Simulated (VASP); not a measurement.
# CdS in VASP: settings compared

Aim: see how the results for CdS move with the level of theory and the settings. Levels: SCAN, BHLYP. Tasks: single point.

All numbers are computed with VASP 6.6.1; they aren't measurements. Logs are shortened: lines on timing, memory, paths and dates and some standing lists are left out, and cuts for length are marked.

**1. The cell of the first run**

It takes space group Imm2 (No. 44, orthorhombic). The conventional cell has a = 4.125 Å, b = 4.125 Å, c = 5.775 Å, α = 90.00°, β = 90.00°, γ = 90.00°. Cd (site symmetry mm2) has 4 S at 2.49 to 2.54 Å within 3.3 Å. S (site symmetry mm2) has 4 Cd at 2.49 to 2.54 Å within 3.3 Å.

**2. Single point, SCAN (last atom moved by 0.04 Å along z, cell strained by -1.0% along z)**

File INCAR:

```
SYSTEM = CdS
ADDGRID = .False.
ALGO = Normal
EDIFF = 1E-7
EFERMI = MIDGAP
ENCUT = 720
GGA_COMPAT = .False.
ISIF = 2
ISMEAR = 0
KPAR = 2
LASPH = .True.
LCHARG = .False.
LMIXTAU = .True.
LREAL = .False.
LWAVE = .False.
METAGGA = SCAN
NBANDS = 29
NELM = 120
PREC = Accurate
SIGMA = 0.03
```

File KPOINTS:

```
Automatic mesh
0
Gamma
  13 13 13
  0 0 0
```

File POSCAR:

```
CdS
1.0
    0.0000000000      2.9165000000      2.8873350000
    2.9165000000      0.0000000000      2.8873350000
    2.9165000000      2.9165000000      0.0000000000
Cd S
1 1
Direct
    0.0000000000      0.0000000000      0.0000000000
    0.7568575300      0.7568575300      0.7431424700
```

Potentials or basis: VASP PAW PBE potentials, release 64 (Cd, S).

Command:

```bash
$ cat potpaw_PBE.64/Cd/POTCAR potpaw_PBE.64/S/POTCAR > POTCAR
$ mpirun -np 2 vasp_std > vasp.out
```

OUTCAR:

```text
SYSTEM = CdS
   EDIFF = 1E-7
   EFERMI = MIDGAP
   ENCUT = 720
   ISIF = 2
   ISMEAR = 0
   LASPH = .True.
   LREAL = .False.
   METAGGA = SCAN
   NELM = 120
   PREC = Accurate

 ion  position               nearest neighbor table
   1  0.000  0.000  0.000-   2 2.49   2 2.49   2 2.54   2 2.54
   2  0.757  0.757  0.743-   1 2.49   1 2.49   1 2.54   1 2.54

  LATTYP: Found a body centered tetragonal cell.
 ALAT       =     4.1245538547
 C/A-ratio  =     1.4000714267

  Lattice vectors:

 A1 = (   0.0000000000,  -2.9165000000,  -2.8873350000)
 A2 = (   0.0000000000,   2.9165000000,  -2.8873350000)
 A3 = (   2.9165000000,   0.0000000000,   2.8873350000)

Analysis of symmetry for initial positions (statically):
=====================================================================
 Subroutine PRICEL returns:
 Original cell was already a primitive cell.

 Routine SETGRP: Setting up the symmetry group for a
 body centered tetragonal supercell.

 Subroutine GETGRP returns: Found  4 space group operations
 (whereof  4 operations were pure point group operations)
 out of a pool of 16 trial point group operations.

The static configuration has the point symmetry C_2v.

Analysis of symmetry for dynamics (positions and initial velocities):
=====================================================================
 Subroutine PRICEL returns:
 Original cell was already a primitive cell.

 Routine SETGRP: Setting up the symmetry group for a
 body centered tetragonal supercell.

 Subroutine GETGRP returns: Found  4 space group operations
 (whereof  4 operations were pure point group operations)
 out of a pool of 16 trial point group operations.

The dynamic configuration has the point symmetry C_2v.

 Subroutine INISYM returns: Found  4 space group operations
 (whereof  4 operations are pure point group operations),
 and found     1 'primitive' translations

----------------------------------------------------------------------------------------

                                     Primitive cell

  volume of cell :      49.1192

  direct lattice vectors                    reciprocal lattice vectors
     0.000000000  2.916500000  2.887335000    -0.171438368  0.171438368  0.173170069
     2.916500000  0.000000000  2.887335000     0.171438368 -0.171438368  0.173170069
     2.916500000  2.916500000  0.000000000     0.171438368  0.171438368 -0.173170069

  length of vectors
     4.103982901  4.103982901  4.124553855     0.297943116  0.297943116  0.297943116

  position of ions in fractional coordinates (direct lattice)
     0.000000000  0.000000000  0.000000000
     0.756857530  0.756857530  0.743142470

  ion indices of the primitive-cell ions
   primitive index   ion index
                 1           1
                 2           2

----------------------------------------------------------------------------------------

 KPOINTS: Automatic mesh

Automatic generation of k-mesh.
 Grid dimensions read from file:
 generate k-points for:   13   13   13

 Generating k-lattice:

  Cartesian coordinates                     Fractional coordinates (reciprocal lattice)
    -0.013187567  0.013187567  0.013320775     0.076923077  0.000000000  0.000000000
     0.013187567 -0.013187567  0.013320775     0.000000000  0.076923077  0.000000000
     0.013187567  0.013187567 -0.013320775     0.000000000  0.000000000  0.076923077

  Length of vectors
     0.022918701  0.022918701  0.022918701

  Shift w.r.t. Gamma in fractional coordinates (k-lattice)
     0.000000000  0.000000000  0.000000000

 Subroutine IBZKPT returns following result:
 ===========================================

 Found    343 irreducible k-points:

 Following reciprocal coordinates:
            Coordinates               Weight
  0.000000  0.000000  0.000000      1.000000
  0.076923 -0.000000  0.000000      4.000000
 -0.000000 -0.000000 -0.076923      4.000000
  0.153846  0.000000  0.000000      4.000000
  0.000000  0.000000 -0.153846      4.000000
  0.230769 -0.000000  0.000000      4.000000
[... 16 lines left out ...]
  0.461538  0.076923  0.000000      4.000000
  0.076923  0.076923 -0.384615      4.000000
 [... further k-points ...]
   k-points           NKPTS =    343   k-points in BZ     NKDIM =    343   number of bands    NBANDS=     29
   number of dos      NEDOS =    301   number of ions     NIONS =      2
   total plane-waves  NPLWV =  46656
   dimension x,y,z NGX =    36 NGY =   36 NGZ =   36
   dimension x,y,z NGXF=    72 NGYF=   72 NGZF=   72
   ions per type =               1   1
   NGX,Y,Z   is equivalent  to a cutoff of  14.58, 14.58, 14.51 a.u.
   NGXF,Y,Z  is equivalent  to a cutoff of  29.17, 29.17, 29.02 a.u.
 SYSTEM =  CdS
   PREC   = accura    normal or accurate (medium, high low for compatibility)
   ISTART =      0    job   : 0-new  1-cont  2-samecut
   ICHARG =      2    charge: 1-file 2-atom 10-const
   ISPIN  =      1    spin polarized calculation?
   LNONCOLLINEAR =      F non collinear calculations
   LSORBIT =      F    spin-orbit coupling
   LASPH  =      T    aspherical Exc in radial PAW
   ENCUT  =  720.0 eV  52.92 Ry    7.27 a.u.   8.98  8.98  9.02*2*pi/ulx,y,z
   NELM   =    120;   NELMIN=  2; NELMDL= -5     # of ELM steps
   EDIFF  = 0.1E-06   stopping-criterion for ELM
   LREAL  =      F    real-space projection
   EDIFFG = 0.1E-05   stopping-criterion for IOM
   NSW    =      0    number of steps for IOM
   IBRION =     -1    ionic relax: 0-MD 1-quasi-New 2-CG
   NFREE  =      0    steps in history (QN), initial steepest desc. (CG)
   ISIF   =      2    stress and relaxation
   ISYM   =      2    0-nonsym 1-usesym 2-fastsym
   POTIM  = 0.5000    time-step for ionic-motion
   TEBEG  =    0.0;   TEEND  =   0.0 temperature during run

   SCALEE = 1.0000    scale energy and forces
   PSTRESS=    0.0 pullay stress
   NELECT =      18.0000    total number of electrons
   NUPDOWN=      -1.0000    fix difference up-down
   EMIN   =  10.00;   EMAX   =-10.00  energy-range for DOS
   EFERMI =   0.00;   METHOD = MIDGAP
   ISMEAR =     0;   SIGMA  =   0.03  broadening in eV -4-tet -1-fermi 0-gaus
   EFERMI_NEDOS =   21; number of points for ismear=-14 and -15
   IALGO  =     38    algorithm
   IMIX   =      4    mixing-type and parameters
     AMIX     =   0.40;   BMIX     =  1.00
     AMIX_MAG =   1.60;   BMIX_MAG =  1.00
  volume/ion in A,a.u.               =      24.56       165.74
  Fermi-wavevector in a.u.,A,eV,Ry     =   1.171517  2.213846 18.673347  1.372452
  Thomas-Fermi vector in A             =   2.307960
   LORBIT       =      0    0 simple, 1 ext, 2 COOP (PROOUT), +10 PAW based schemes
   METAGGA = SCAN    functional components
   LHFCALC =     F    Hartree Fock is set to
   AEXX    =    0.0000 exact exchange contribution
   IVDW    =     0    specifies the selected vdW correction
   LEPSILON=     F    determine dielectric tensor
   LRPA    =     F    only Hartree local field effects (RPA)

   CSHIFT  =0.1000    complex shift for real part using Kramers Kronig

   OMEGAMAX=  -1.0    maximum frequency
 non-spin polarized calculation
 Gauss-broadening in eV      SIGMA  =   0.03
  energy-cutoff  :      720.00
  volume of cell :       49.12
 maximum number of plane-waves:      2179
   NGX = 17   NGY = 17   NGZ = 17

 number of electron      17.9999999 magnetization

 Free energy of the ion-electron system (eV)
  ---------------------------------------------------
  ext. energy  EPLUGINS =         0.00000000
  ---------------------------------------------------
  free energy    TOTEN  =       -41.53396880 eV

  energy without entropy =      -41.53396880  energy(sigma->0) =      -41.53396880

 E-fermi :   1.8863     XC(G=0):  -9.8226

 val. band max:        1.1261492218   @ k =   0.0000   0.0000   0.0000
 cond. band min:       2.6464919087   @ k =   0.0000   0.0000   0.0000
 fundamental gap:      1.5203426869
 Fermi energy:         1.8863205652

 k-point     1 :       0.0000    0.0000    0.0000
  band No.  band energies     occupation
      1     -11.8704      2.00000
      2      -6.9147      2.00000
      3      -6.8788      2.00000
      4      -6.8560      2.00000
      5      -6.3513      2.00000
      6      -6.3460      2.00000
[... 13 lines left out ...]
     20      17.0186      0.00000
     21      25.6270      0.00000

 k-point     2 :       0.0769   -0.0000    0.0000
  band No.  band energies     occupation
      1     -11.8456      2.00000
      2      -6.9050      2.00000
      3      -6.8679      2.00000
      4      -6.8373      2.00000
      5      -6.3516      2.00000
      6      -6.3464      2.00000
[... 13 lines left out ...]
     20      17.7395      0.00000
     21      24.4233      0.00000

 k-point     3 :      -0.0000   -0.0000   -0.0769
  band No.  band energies     occupation
      1     -11.8450      2.00000
      2      -6.8987      2.00000
      3      -6.8629      2.00000
      4      -6.8464      2.00000
      5      -6.3518      2.00000
      6      -6.3470      2.00000
[... 13 lines left out ...]
     20      17.7517      0.00000
     21      24.4028      0.00000

 k-point     4 :       0.1538    0.0000    0.0000
  band No.  band energies     occupation
      1     -11.7766      2.00000
      2      -6.8790      2.00000
      3      -6.8424      2.00000
      4      -6.7712      2.00000
      5      -6.3512      2.00000
      6      -6.3462      2.00000
[... 13 lines left out ...]
     20      19.1697      0.00000
     21      22.5556      0.00000

 k-point     5 :       0.0000    0.0000   -0.1538
  band No.  band energies     occupation
      1     -11.7742      2.00000
      2      -6.8598      2.00000
      3      -6.8210      2.00000
      4      -6.8038      2.00000
      5      -6.3518      2.00000
      6      -6.3488      2.00000
[... 13 lines left out ...]
     20      19.2028      0.00000
     21      22.5394      0.00000
[... 382 lines left out ...]
     20      19.8381      0.00000
     21      20.1953      0.00000

 k-point    22 :       0.0769    0.0769   -0.3077
  band No.  band energies     occupation
      1     -11.4923      2.00000
      2      -6.7603      2.00000
      3      -6.7254      2.00000
      4      -6.3940      2.00000
      5      -6.3104      2.00000
      6      -6.2487      2.00000
[... 13 lines left out ...]
     20      19.8050      0.00000
     21      20.1620      0.00000

 k-point    23 :       0.4615    0.0769    0.0000
  band No.  band energies     occupation
      1     -11.4400      2.00000
      2      -6.7660      2.00000
      3      -6.7536      2.00000
      4      -6.3322      2.00000
      5      -6.3075      2.00000
      6      -6.0190      2.00000
[... 13 lines left out ...]
     20      21.4607      0.00000
     21      21.8160      0.00000

 k-point    24 :       0.0769    0.0769   -0.3846
  band No.  band energies     occupation
      1     -11.4299      2.00000
      2      -6.7391      2.00000
      3      -6.7160      2.00000
      4      -6.3490      2.00000
      5      -6.3035      2.00000
      6      -6.0335      2.00000
[... 13 lines left out ...]
     20      21.4746      0.00000
     21      21.7683      0.00000

 [... further k-points ...]

 [bands above 21 left out]

------------------------ aborting loop because EDIFF is reached ----------------------------------------

  FORCE on cell =-STRESS in cart. coord.  units (eV):
  Direction    XX          YY          ZZ          XY          YZ          ZX
  --------------------------------------------------------------------------------------
  -------------------------------------------------------------------------------------
  Total        0.5706583      0.5706583      0.6088596      0.2962498      0.0000000      0.0000000
  in kB       18.6138243     18.6138243     19.8598795      9.6631235      0.0000000      0.0000000
  external PRESSURE =      19.0291760 kB  Pullay stress =       0.0000000 kB

 VOLUME and BASIS-vectors are now :
 -----------------------------------------------------------------------------
  energy-cutoff  :      720.00
  volume of cell :       49.12
      direct lattice vectors                 reciprocal lattice vectors
     0.000000000  2.916500000  2.887335000    -0.171438368  0.171438368  0.173170069
     2.916500000  0.000000000  2.887335000     0.171438368 -0.171438368  0.173170069
     2.916500000  2.916500000  0.000000000     0.171438368  0.171438368 -0.173170069

 POSITION                                       TOTAL-FORCE (eV/Angst)
 -----------------------------------------------------------------------------------
      0.00000      0.00000      0.00000         0.000000      0.000000      0.211968
      4.37475      4.37475      4.37060        -0.000000     -0.000000     -0.211968
 -----------------------------------------------------------------------------------
    total drift:                                0.000002      0.000002     -0.014650

  FREE ENERGIE OF THE ION-ELECTRON SYSTEM (eV)
  ---------------------------------------------------
  free  energy   TOTEN  =       -41.5339688043 eV

  energy  without entropy=      -41.5339688043  energy(sigma->0) =      -41.53396880
```

It took 21 min on 2 MPI ranks of Intel Xeon Platinum 8259CL at 2.50GHz (Skylake/Cascade Lake), shared host; peak memory 0.69 GiB.

Results:

```
Free energy            : -41.5340 eV
Pressure               : 1.9 GPa
Largest force          : 0.212 eV/Å
Band gap on the k mesh : 1.52 eV
```

Forces on the atoms (eV/Å):
```
Cd   0.000  0.000  0.212
S    0.000  0.000 -0.212
```

Caveat: the cell differs from its parent crystal (last atom moved by 0.04 Å along z, cell strained by -1.0% along z); the PAW data sets were made with another functional, which shifts forces and pressure a little; an odd mesh through Γ misses points on the zone boundary, where band edges can lie.

**3. Single point, SCAN (last atom moved by 0.04 Å along z, cell strained by -1.0% along z)**

Edit INCAR of step 2 so:

```diff
@@ -3,3 +3,3 @@
 ALGO = Normal
-EDIFF = 1E-7
+EDIFF = 1E-4
 EFERMI = MIDGAP
```

File KPOINTS:

```
Automatic mesh
0
Gamma
  10 10 10
  0 0 0
```

POSCAR is that of step 2.

Potentials or basis: VASP PAW PBE potentials, release 64 (Cd, S).

Command:

```bash
$ cat potpaw_PBE.64/Cd/POTCAR potpaw_PBE.64/S/POTCAR > POTCAR
$ mpirun -np 2 vasp_std > vasp.out
```

Run time: 7.2 min. Hardware: 2 MPI ranks of Intel Xeon Platinum 8259CL at 2.50GHz (Skylake/Cascade Lake), shared host; peak memory 0.44 GiB.

It converged, with:

- Free energy: -41.5339 eV
- Pressure: 1.8 GPa
- Largest force: 0.212 eV/Å
- Band gap on the k mesh: 1.52 eV

Forces on the atoms (eV/Å):
```
Cd   0.000  0.000  0.212
S    0.000  0.000 -0.212
```

Stress tensor (GPa, compression positive):
```
1.80 0.96 0.00
0.96 1.80 0.00
0.00 0.00 1.93
```

Levels at points of the mesh, in eV from the valence-band top:
| k point | band 6 | band 7 | band 8 | band 9 | band 10 | band 11 | band 12 | band 13 |
| --- | --- | --- | --- | --- | --- | --- | --- | --- |
| (0.00, 0.00, 0.00) | -7.47 | -0.04 | -0.02 | 0.00 | 1.52 | 6.99 | 7.00 | 7.02 |
| (0.50, 0.00, 0.00) | -7.08 | -4.53 | -0.85 | -0.73 | 3.37 | 7.37 | 7.45 | 7.84 |
| (0.00, 0.00, 0.50) | -7.09 | -4.62 | -0.85 | -0.81 | 3.44 | 7.33 | 7.58 | 7.87 |
| (0.50, 0.50, 0.00) | -7.01 | -4.03 | -2.02 | -2.02 | 3.74 | 4.65 | 9.83 | 11.43 |
| (0.50, 0.00, 0.50) | -7.03 | -4.10 | -1.99 | -1.97 | 3.78 | 4.73 | 9.72 | 11.45 |

Caveat: the cell differs from its parent crystal (last atom moved by 0.04 Å along z, cell strained by -1.0% along z); the PAW data sets were made with another functional, which shifts forces and pressure a little.

**4. Single point, BHLYP**

This run uses another cell than the first one, of 25.30 Å³/atom.

File POSCAR:

```
CdS
1.0
    0.0000000000      2.9358151324      2.9358151324
    2.9358151324      0.0000000000      2.9358151324
    2.9358151324      2.9358151324      0.0000000000
Cd S
1 1
Direct
    0.0000000000      0.0000000000      0.0000000000
    0.7500000000      0.7500000000      0.7500000000
```

File INCAR.step1:

```
PREC     = Accurate       # precision mode
ENCUT    = 520            # plane-wave cutoff, eV
EDIFF    = 1E-5           # SCF threshold, eV
ISMEAR   = -1             # smearing method
SIGMA    = 0.05           # smearing width, eV
LREAL    = False          # projectors in reciprocal space
LASPH    = True           # aspherical terms in the spheres
NELM     = 100            # most SCF steps
ALGO     = Normal         # electronic algorithm
ISIF     = 2              # what is computed and relaxed
LWAVE    = True           # write WAVECAR
LCHARG   = False          # write CHGCAR
NBANDS   = 16             # bands
GGA      = PE             # functional
```

File INCAR.step2:

```
PREC     = Accurate       # precision mode
ENCUT    = 520            # plane-wave cutoff, eV
EDIFF    = 1E-6           # SCF threshold, eV
ISMEAR   = -1             # smearing method
SIGMA    = 0.05           # smearing width, eV
LREAL    = False          # projectors in reciprocal space
LASPH    = True           # aspherical terms in the spheres
NELM     = 100            # most SCF steps
ALGO     = Normal         # electronic algorithm
ISIF     = 2              # what is computed and relaxed
LWAVE    = False          # write WAVECAR
LCHARG   = False          # write CHGCAR
GGA      = B5             # functional
LHFCALC  = True           # exact exchange
AEXX     = 0.5            # exact-exchange fraction
ALDAX    = 0.5          
AGGAX    = 0.5          
AGGAC    = 1.0          
ALDAC    = 0.0          
PRECFOCK = Normal       
NBANDS   = 16             # bands
ISTART   = 1
```

File KPOINTS:

```
Automatic mesh
0
Gamma
  4 4 4
```

Command:

```bash
$ cat potpaw_PBE.64/Cd/POTCAR potpaw_PBE.64/S/POTCAR > POTCAR
$ cp INCAR.step1 INCAR
$ mpirun -np 1 vasp_std > vasp.out
$ cp INCAR.step2 INCAR
$ mpirun -np 1 vasp_std > vasp.out
```

It took 12 min on 1 thread of Intel Xeon 8259CL, shared host; peak memory 0.18 GiB.

It converged, with:

```
Free energy            : -9.4703 eV
Pressure               : 2.2 GPa
Band gap on the k mesh : 4.65 eV
```

Levels at points of the mesh, in eV from the valence-band top:
| k point | band 5 | band 6 | band 7 | band 8 | band 9 | band 10 | band 11 | band 12 | band 13 | band 14 |
| --- | --- | --- | --- | --- | --- | --- | --- | --- | --- | --- |
| (0.00, 0.00, 0.00) | -9.54 | -9.54 | 0.00 | 0.00 | 0.00 | 4.65 | 10.45 | 10.45 | 10.45 | 15.57 |
| (0.50, 0.00, 0.00) | -9.52 | -9.12 | -4.87 | -0.83 | -0.83 | 6.70 | 10.88 | 10.88 | 11.38 | 15.09 |
| (0.50, 0.50, 0.00) | -9.47 | -9.01 | -4.41 | -2.07 | -2.07 | 6.96 | 8.12 | 13.33 | 15.16 | 15.16 |

Caveat: the k points lie up to 0.46 Å⁻¹ apart; the PAW data sets were made with another functional, which shifts forces and pressure a little.

**5. Overview**

| level | cell | k mesh | cutoff (eV) | smearing | tolerance level | purpose | dipole correction | grid for exact exchange (PRECFOCK) | share of exact exchange | gap on the mesh (eV) | pressure (GPa) | largest force (eV/Å) |
| --- | --- | --- | --- | --- | --- | --- | --- | --- | --- | --- | --- | --- |
| SCAN | a = 4.104, b = 4.104, c = 4.125 Å, angles 59.8, 59.8, 60.3°, 2 atoms, atomic positions A | 13 × 13 × 13 | 720 | gaussian 0.03 eV | tight | forces | - | - | - | 1.52 | 1.9 | 0.21 |
| SCAN | a = 4.104, b = 4.104, c = 4.125 Å, angles 59.8, 59.8, 60.3°, 2 atoms, atomic positions A | 10 × 10 × 10 | 720 | gaussian 0.03 eV | tight | forces | - | - | - | 1.52 | 1.8 | 0.21 |
| BHLYP | a = 4.152 Å, angles 60.0°, 2 atoms, atomic positions B | 4 × 4 × 4 | 520 | fermi-dirac 0.05 eV | - | - | no | Normal | 0.5 | 4.65 | 2.2 | - |

Alike in all rows: task single point; potentials or basis VASP PAW PBE potentials, release 64 (Cd, S); no spin polarisation.

Caveats: some runs use coarse meshes; the PAW data sets were made with another functional, which shifts forces and pressure a little; an odd mesh through Γ misses points on the zone boundary, where band edges can lie (at least some runs).

Total energies depend on the potentials used, so only differences within one code and one set of settings carry meaning.
